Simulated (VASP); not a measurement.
A run of VASP 6.6.1 is set up as follows.

INCAR

```
SYSTEM = LiP2
ALGO     = Normal         ! electronic algorithm
EDIFF    = 1E-6           ! SCF threshold, eV
ENCUT    = 520            ! plane-wave cutoff, eV
GGA      = PE             ! functional
ISIF     = 2              ! what is computed and relaxed
ISMEAR   = 0              ! smearing method
LASPH    = .TRUE.         ! aspherical terms in the spheres
LCHARG   = .FALSE.        ! write CHGCAR
LREAL    = .FALSE.        ! projectors in reciprocal space
LWAVE    = .FALSE.        ! write WAVECAR
NBANDS   = 30             ! bands
NELM     = 100            ! most SCF steps
PREC     = Accurate       ! precision mode
SIGMA    = 0.1            ! smearing width, eV
```

KPOINTS

```
k-points
0
G
  12 12 6
  0 0 0
```

Contents of POSCAR:

```
LiP2
1.0
    4.7468374875      0.0000000000      0.0000000000
   -2.3734187438      4.1108818518      0.0000000000
    0.0000000000      0.0000000000      7.8415336882
Li P
3 6
Direct
    0.0000000000      0.0000000000      0.0000000000
    0.0000000000      0.0000000000      0.3333333333
    0.0000000000      0.0000000000      0.6666666667
    0.5000000000      0.5000000000      0.8063821218
    0.5000000000      0.0000000000      0.1397154552
    0.0000000000      0.5000000000      0.4730487885
    0.5000000000      0.5000000000      0.5269512115
    0.0000000000      0.5000000000      0.1936178782
    0.5000000000      0.0000000000      0.8602845448
```

Potentials or basis: VASP PAW PBE potentials, release 64 (Li_sv, P).

Launch:

```sh
$ cat potpaw_PBE.64/Li_sv/POTCAR potpaw_PBE.64/P/POTCAR > POTCAR
$ mpirun -np 1 vasp_std > vasp.out
```

Task: What does it give for the band gap on the k mesh?

Result: Zero (an odd number of electrons rules out a gap without spin polarisation).

Task: Estimate the largest force.

Result: 0.038 eV/Å.

Forces on the atoms (eV/Å):
```
Li   0.000  0.000  0.000
Li   0.000  0.000  0.000
Li   0.000  0.000  0.000
P    0.000  0.000 -0.038
P    0.000  0.000 -0.038
P    0.000  0.000 -0.038
P    0.000  0.000  0.038
P    0.000  0.000  0.038
P    0.000  0.000  0.038
```

Caveat: an odd number of electrons without spin polarisation forces a metal; a magnetic or distorted state may lie lower.
